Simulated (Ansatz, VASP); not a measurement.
**One calculation of Re, two programs**

File INCAR:

```
ALGO     = Fast           # electronic algorithm
EDIFF    = 1E-7           # SCF threshold, eV
ENCUT    = 520            # plane-wave cutoff, eV
GGA      = PE             # functional
ISIF     = 2              # what is computed and relaxed
ISMEAR   = 0              # smearing method
LASPH    = T              # aspherical terms in the spheres
LCHARG   = F              # write CHGCAR
LREAL    = F              # projectors in reciprocal space
LWAVE    = F              # write WAVECAR
NBANDS   = 10             # bands
NELM     = 80             # most SCF steps
PREC     = Accurate       # precision mode
SIGMA    = 0.15           # smearing width, eV
```

KPOINTS

```
k-points
0
Gamma
  10 10 10
```

Contents of POSCAR:

```
Re
1.0
    0.0000000000      2.0683792342      1.8660917451
    2.0683792342      0.0000000000      1.8660917451
    2.0683792342      2.0683792342      0.0000000000
Re
1
Direct
    0.0000000000      0.0000000000      0.0000000000
```

Input for Ansatz:

```yaml
crystal:
  lattice:
    - [0.0, 2.0683792342, 1.8660917451]
    - [2.0683792342, 0.0, 1.8660917451]
    - [2.0683792342, 2.0683792342, 0.0]
  atoms:
    - { symbol: Re, position: [0.0, 0.0, 0.0] }
basis:
  ecutwfc: 420
kpoints:
  mp_grid: { grid: [10, 10, 10] }
hamiltonian:
  xc: pbe
scf:
  occupations: { method: gaussian, width: 0.15 }
output:
  forces: true
  stress: true
  eigenvalues: true
```

Alike in both runs: task single point; functional PBE; k mesh 10 × 10 × 10; occupations gaussian, width 0.15 eV; no spin polarisation.

|  | VASP | Ansatz |
| --- | --- | --- |
| version | VASP 6.6.1 | Ansatz 0.2.0 |
| potentials or method | VASP PAW PBE potentials, release 64 (Re), cutoff 520 eV | scalar-relativistic, plane waves, PAW |
| valence electrons in the cell | 7 | 15 |

|  | VASP | Ansatz | Ansatz less VASP |
| --- | --- | --- | --- |
| gap on the k mesh at the Fermi level (eV) | none | none | - |
| pressure (GPa) | -19.7 | -18.9 | +0.80 |
| traceless stress, the component that is largest in VASP (GPa) | 12.25 | 12.28 | +0.025 |

A gap of «none» marks a metal or a gap that the smearing closes. VASP's potentials hold 7 valence electrons a cell and Ansatz's 15, so a difference there can come from the potentials and not from the codes.

Neither program's run includes spin-orbit coupling.
